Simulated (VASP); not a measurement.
Be3Rh: single point with LDA

Crystal: Be3Rh.

```
CELL_PARAMETERS angstrom
4.22887 -0.00941 0.00000
1.82579 3.81444 0.00000
-3.02733 -1.90252 2.25813
ATOMIC_POSITIONS crystal
Be 0.75000 0.25000 0.50000
Be 0.25000 0.75000 0.50000
Be 0.50000 0.50000 0.00000
Rh 0.00000 0.00000 0.00000
```

- Program: VASP 6.6.1
- Task: single point
- Functional: LDA
- Potentials or basis: VASP PAW LDA potentials, release 64 (Be, Rh_pv)
- Cutoff: 520 eV
- k mesh: 10 × 10 × 10, shifted
- Occupations: methfessel-paxton, width 0.1 eV
- Spin: no spin polarisation
- Dipole correction: no
- Further INCAR settings: ALGO = Normal; EDIFF = 1e-07; NBANDS = 18

| Item | Value |
| --- | --- |
| Pressure | 0.6 GPa |
| Band gap on the k mesh | zero (an odd number of electrons rules out a gap without spin polarisation) |

Stress tensor (GPa, compression positive):
```
0.69 0.14 0.00
0.14 0.56 0.00
0.00 0.00 0.47
```

Levels at points of the mesh, in eV from the Fermi level:
| k point | band 7 | band 8 | band 9 | band 10 | band 11 | band 12 | band 13 | band 14 |
| --- | --- | --- | --- | --- | --- | --- | --- | --- |
| (0.05, 0.05, 0.05) | -3.96 | -3.72 | -2.68 | -1.19 | 2.92 | 3.44 | 4.40 | 5.12 |

Wall time 35 s on 1 thread of Oxide Virtual Turin-like Processor, on a shared host, peak memory 0.16 GiB.
